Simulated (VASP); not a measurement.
CaSe:

```
Ca Se
1.0
     3.64642    0.00000    0.00000
     0.00000    3.64642    0.00000
     0.00000    0.00000    3.63396
Ca Se
1 1
Direct
  0.00000 0.00000 0.00000
  0.50000 0.50000 0.50000
```

This cell differs from its parent crystal: epitaxial xy strain +0.3%.

Base run:

```yaml
Program: VASP 6.6.1
Functional: PBE
Potentials_or_basis: VASP PAW PBE potentials, release 64 (Ca_sv, Se)
Cutoff: 520 eV
k_mesh: 8 × 8 × 8
Occupations: fermi-dirac, width 0.02 eV
Spin: no spin polarisation
```

Its results: band gap on the k mesh 0.74 eV, direct; pressure 0.5 GPa.

Question: The run is repeated on the same cell with these changes: functional from PBE to r2SCAN; occupations from fermi-dirac, width 0.02 eV to gaussian, width 0.01 eV. What comes out?

Answer: Band gap on the k mesh 1.22 eV, direct; pressure -0.2 GPa.

Caveats: the PAW data sets were made with another functional, which shifts forces and pressure a little (some runs).

A k mesh can miss the band edges.
